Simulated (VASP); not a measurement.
# Cu (Pm-3m) in VASP: notebook

Runs on Cu. Level: PBE. Tasks: single point.

Program: VASP 6.6.1. These are calculated values, not measurements. Logs are shortened: lines on timing, memory, paths and dates and some standing lists are left out, and cuts for length are marked.

## Step 1: The cell of the first run

The structure is cubic, space group Pm-3m (No. 221). The conventional cell has a = 2.454 Å, b = 2.454 Å, c = 2.454 Å, α = 90.00°, β = 90.00°, γ = 90.00°. Within 3.2 Å of Cu (site symmetry m-3m) lie 6 Cu at 2.45 Å.

## Step 2: Single point, PBE

The input, INCAR:

```
PREC = Accurate ; ENCUT = 520
EDIFF = 1E-7 ; ISMEAR = -1
SIGMA = 0.06122561905347299 ; LREAL = F
LASPH = T ; NELM = 100
ALGO = Normal ; ISIF = 2
LWAVE = F ; LCHARG = F
GGA = PE ; NBANDS = 12
```

The input, KPOINTS:

```
Automatic mesh
0
Gamma
  23 23 23
```

The input, POSCAR:

```
Cu
1.0
    2.4542248913      0.0000000000      0.0000000000
    0.0000000000      2.4542248913      0.0000000000
    0.0000000000      0.0000000000      2.4542248913
Cu
1
Direct
    0.0000000000      0.0000000000      0.0000000000
```

Potentials or basis: VASP PAW PBE potentials, release 64 (Cu).

Launch:

```sh
$ cat potpaw_PBE.64/Cu/POTCAR > POTCAR
$ mpirun -np 1 vasp_std > vasp.out
```

OUTCAR:

```text
PREC = Accurate
   ENCUT = 520
   EDIFF = 1E-7
   ISMEAR = -1
   LREAL = F
   LASPH = T
   NELM = 100
   ISIF = 2
   GGA = PE

 ion  position               nearest neighbor table
   1  0.000  0.000  0.000-

  LATTYP: Found a simple cubic cell.
 ALAT       =     2.4542248913

  Lattice vectors:

 A1 = (   2.4542248913,   0.0000000000,   0.0000000000)
 A2 = (   0.0000000000,   2.4542248913,   0.0000000000)
 A3 = (   0.0000000000,   0.0000000000,   2.4542248913)

Analysis of symmetry for initial positions (statically):
=====================================================================
 Subroutine PRICEL returns:
 Original cell was already a primitive cell.

 Routine SETGRP: Setting up the symmetry group for a
 simple cubic supercell.

 Subroutine GETGRP returns: Found 48 space group operations
 (whereof 48 operations were pure point group operations)
 out of a pool of 48 trial point group operations.

The static configuration has the point symmetry O_h .

Analysis of symmetry for dynamics (positions and initial velocities):
=====================================================================
 Subroutine PRICEL returns:
 Original cell was already a primitive cell.

 Routine SETGRP: Setting up the symmetry group for a
 simple cubic supercell.

 Subroutine GETGRP returns: Found 48 space group operations
 (whereof 48 operations were pure point group operations)
 out of a pool of 48 trial point group operations.

The dynamic configuration has the point symmetry O_h .

 Subroutine INISYM returns: Found 48 space group operations
 (whereof 48 operations are pure point group operations),
 and found     1 'primitive' translations

----------------------------------------------------------------------------------------

                                     Primitive cell

  volume of cell :      14.7823

  direct lattice vectors                    reciprocal lattice vectors
     2.454224891  0.000000000  0.000000000     0.407460622  0.000000000  0.000000000
     0.000000000  2.454224891  0.000000000     0.000000000  0.407460622  0.000000000
     0.000000000  0.000000000  2.454224891     0.000000000  0.000000000  0.407460622

  length of vectors
     2.454224891  2.454224891  2.454224891     0.407460622  0.407460622  0.407460622

  position of ions in fractional coordinates (direct lattice)
     0.000000000  0.000000000  0.000000000
[... 75 lines left out ...]
   NELM   =    100;   NELMIN=  2; NELMDL= -5     # of ELM steps
   EDIFF  = 0.1E-06   stopping-criterion for ELM
   LREAL  =      F    real-space projection
   EDIFFG = 0.1E-05   stopping-criterion for IOM
   NSW    =      0    number of steps for IOM
   IBRION =     -1    ionic relax: 0-MD 1-quasi-New 2-CG
   NFREE  =      0    steps in history (QN), initial steepest desc. (CG)
   ISIF   =      2    stress and relaxation
   ISYM   =      2    0-nonsym 1-usesym 2-fastsym
   POTIM  = 0.5000    time-step for ionic-motion
   TEBEG  =    0.0;   TEEND  =   0.0 temperature during run
   PSTRESS=    0.0 pullay stress
   NELECT =      11.0000    total number of electrons
   NUPDOWN=      -1.0000    fix difference up-down
   EMIN   =  10.00;   EMAX   =-10.00  energy-range for DOS
   EFERMI =   0.00;   METHOD = LEGACY
   ISMEAR =    -1;   SIGMA  =   0.06  broadening in eV -4-tet -1-fermi 0-gaus
   EFERMI_NEDOS =   21; number of points for ismear=-14 and -15
   IALGO  =     38    algorithm
   IMIX   =      4    mixing-type and parameters
     AMIX     =   0.40;   BMIX     =  1.00
     AMIX_MAG =   1.60;   BMIX_MAG =  1.00
  volume/ion in A,a.u.               =      14.78        99.76
  Fermi-wavevector in a.u.,A,eV,Ry     =   1.483513  2.803433 29.943851  2.200811
  Thomas-Fermi vector in A             =   2.597165
   LORBIT       =      0    0 simple, 1 ext, 2 COOP (PROOUT), +10 PAW based schemes
   GGA     = PE    functional components
   LHFCALC =     F    Hartree Fock is set to
   AEXX    =    0.0000 exact exchange contribution
   IVDW    =     0    specifies the selected vdW correction
   LEPSILON=     F    determine dielectric tensor
   LRPA    =     F    only Hartree local field effects (RPA)
 non-spin polarized calculation
  energy-cutoff  :      520.00
  volume of cell :       14.78
 maximum number of plane-waves:       413
   NGX =  9   NGY =  9   NGZ =  9

 number of electron      10.9999963 magnetization

 Free energy of the ion-electron system (eV)
  ---------------------------------------------------
  ext. energy  EPLUGINS =         0.00000000
  ---------------------------------------------------
  free energy    TOTEN  =        -3.25487468 eV

  energy without entropy =       -3.25119190  energy(sigma->0) =       -3.25303329

 E-fermi :   4.9541     XC(G=0): -11.3904

 val. band max:        4.9420823777   @ k =   0.4348   0.2174   0.0000
 cond. band min:       4.9675862779   @ k =   0.3913   0.2609   0.1304
 fundamental gap:      0.0255039001
 Fermi energy:         4.9540694126

 k-point     1 :       0.0000    0.0000    0.0000
  band No.  band energies     occupation
      1      -2.6463      2.00000
      2       1.4287      2.00000
      3       1.4287      2.00000
      4       3.6923      2.00000
      5       3.6923      2.00000
      6       3.6923      2.00000
      7      21.8737      0.00000
      8      21.8737      0.00000
      9      21.8737      0.00000
     10      25.1928      0.00000
     11      25.1928      0.00000
     12      28.6498      0.00000
[... 331 lines left out ...]
 k-point    24 :       0.0870    0.0870    0.0000
  band No.  band energies     occupation
      1      -2.2540      2.00000
      2       1.4939      2.00000
      3       1.5447      2.00000
      4       3.5833      2.00000
      5       3.6350      2.00000
      6       3.6515      2.00000
      7      19.3845      0.00000
      8      19.9660      0.00000
      9      22.3763      0.00000
     10      26.0477      0.00000
     11      28.2165      0.00000
     12      30.6090      0.00000

 [... further k-points ...]
[... 5 lines left out ...]
  --------------------------------------------------------------------------------------
  -------------------------------------------------------------------------------------
  Total       -0.4507804     -0.4507804     -0.4507804      0.0000000      0.0000000      0.0000000
  in kB      -48.8576472    -48.8576472    -48.8576472      0.0000000      0.0000000      0.0000000
  external PRESSURE =     -48.8576472 kB  Pullay stress =       0.0000000 kB

 VOLUME and BASIS-vectors are now :
 -----------------------------------------------------------------------------
  energy-cutoff  :      520.00
  volume of cell :       14.78
      direct lattice vectors                 reciprocal lattice vectors
     2.454224891  0.000000000  0.000000000     0.407460622  0.000000000  0.000000000
     0.000000000  2.454224891  0.000000000     0.000000000  0.407460622  0.000000000
     0.000000000  0.000000000  2.454224891     0.000000000  0.000000000  0.407460622

 POSITION                                       TOTAL-FORCE (eV/Angst)
 -----------------------------------------------------------------------------------
      0.00000      0.00000      0.00000         0.000000      0.000000      0.000000
 -----------------------------------------------------------------------------------
    total drift:                                0.000000      0.000000     -0.000000

  FREE ENERGIE OF THE ION-ELECTRON SYSTEM (eV)
  ---------------------------------------------------
  free  energy   TOTEN  =        -3.2548746794 eV

  energy  without entropy=       -3.2511918965  energy(sigma->0) =       -3.25303329
```

stdout:

```text
POSCAR found type information on POSCAR Cu
 POSCAR found :  1 types and       1 ions
 scaLAPACK will be used
 LDA part: xc-table for (Slater+PW92), standard interpolation
 POSCAR, INCAR and KPOINTS ok, starting setup
 FFT: planning ... GRIDC
 FFT: planning ... GRID_SOFT
 FFT: planning ... GRID
 WAVECAR not read
 entering main loop
```

It took 25 s on 1 thread of AMD EPYC 9R45 (Zen 5), shared host; peak memory 0.13 GiB.

Results:

```
Free energy : -3.2549 eV
Pressure    : -4.9 GPa
```

## Step 3: Single point, PBE

The input, INCAR:

```
SYSTEM = Cu
ALGO = Normal ; EDIFF = 1E-7
ENCUT = 520 ; GGA = PE
ISIF = 2 ; ISMEAR = -1
LASPH = .True. ; LCHARG = .True.
LELF = .True. ; LREAL = .False.
LVHAR = .True. ; LWAVE = .False.
NBANDS = 12 ; NELM = 60
PREC = Accurate ; SIGMA = 0.06122561905347299
```

The input, KPOINTS:

```
k-points
0
Gamma
  23 23 23
  0 0 0
```

POSCAR is that of step 2.

Potentials or basis: VASP PAW PBE potentials, release 64 (Cu).

Launch:

```sh
$ cat potpaw_PBE.64/Cu/POTCAR > POTCAR
$ mpirun -np 1 vasp_std > vasp.out
```

It took 24 s on 1 thread of AMD EPYC 9R45 (Zen 5), shared host; peak memory 0.14 GiB.

Results (log left out):

```yaml
Free_energy: -3.2549 eV
Pressure: -4.9 GPa
```

Levels at points of the mesh, in eV from the Fermi level:
```tsv
k point	band 4	band 5	band 6	band 7	band 8	band 9
(0.00, 0.00, 0.00)	-1.26	-1.26	-1.26	16.92	16.92	16.92
```
